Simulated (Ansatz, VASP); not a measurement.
## B: VASP beside Ansatz

Contents of POSCAR:

```
B
1.0
   -1.2429643298      1.2429643298      1.2429643298
    1.2429643298     -1.2429643298      1.2429643298
    1.2429643298      1.2429643298     -1.2429643298
B
1
Direct
    0.0000000000      0.0000000000      0.0000000000
```

The input INCAR.step1:

```
ALGO = Normal ; EDIFF = 1E-4
ENCUT = 600 ; GGA = PE
ISMEAR = 0 ; LASPH = True
LCHARG = False ; LREAL = False
LWAVE = True ; NELM = 100
PREC = Accurate ; SIGMA = 0.1
```

INCAR.step2

```
ALGO = Normal ; EDIFF = 1E-6
EDIFFG = -0.04 ; ENCUT = 600
IBRION = 2 ; ISIF = 3
ISMEAR = 0 ; ISTART = 1
LASPH = True ; LCHARG = False
LMIXTAU = True ; LREAL = False
LWAVE = False ; METAGGA = R2SCAN
NELM = 100 ; NSW = 90
PREC = Accurate ; SIGMA = 0.1
```

Contents of KPOINTS:

```
k-points
0
Gamma
  10 10 10
```

Input for Ansatz:

```yaml
crystal:
  lattice:
    - [-1.2429643298, 1.2429643298, 1.2429643298]
    - [1.2429643298, -1.2429643298, 1.2429643298]
    - [1.2429643298, 1.2429643298, -1.2429643298]
  atoms:
    - { symbol: B, position: [0.0, 0.0, 0.0] }
basis:
  ecutwfc: 500
kpoints:
  mp_grid: { grid: [10, 10, 10] }
hamiltonian:
  xc: r2scan
scf:
  occupations: { method: gaussian, width: 0.1 }
  lower_state_search: "off"
output:
  forces: true
  stress: true
  eigenvalues: true
relax:
  adjacent_minimum: "off"
  f_tol: 0.04
  max_steps: 70
  cell: { stress_tol: 0.4 }
```

Alike in both runs: task relaxation of cell and atoms; functional r2SCAN; k mesh 10 × 10 × 10; occupations gaussian, width 0.1 eV; no spin polarisation.

```csv
,VASP,Ansatz
version,VASP 6.6.1,Ansatz 0.2.0
potentials or method,"VASP PAW PBE potentials, release 64 (B), cutoff 600 eV","scalar-relativistic, plane waves, PAW"
valence electrons in the cell,3,3
```

|  | VASP | Ansatz | Ansatz less VASP |
| --- | --- | --- | --- |
| gap on the k mesh at the Fermi level, each at its own relaxed structure (eV) | none | none | - |
| relaxed volume (Å³/atom) | 6.04 | 6.04 | -0.005 |
| relaxed cell length with the largest relative difference (Å) | 1.987 | 1.987 | -0.0005 |

VASP's potentials were made for PBE, not for r2SCAN. A gap of «none» marks a metal or a gap that the smearing closes.

Noted on VASP's run: the volume moved by over 15 % at a fixed basis, so the end points are rough.
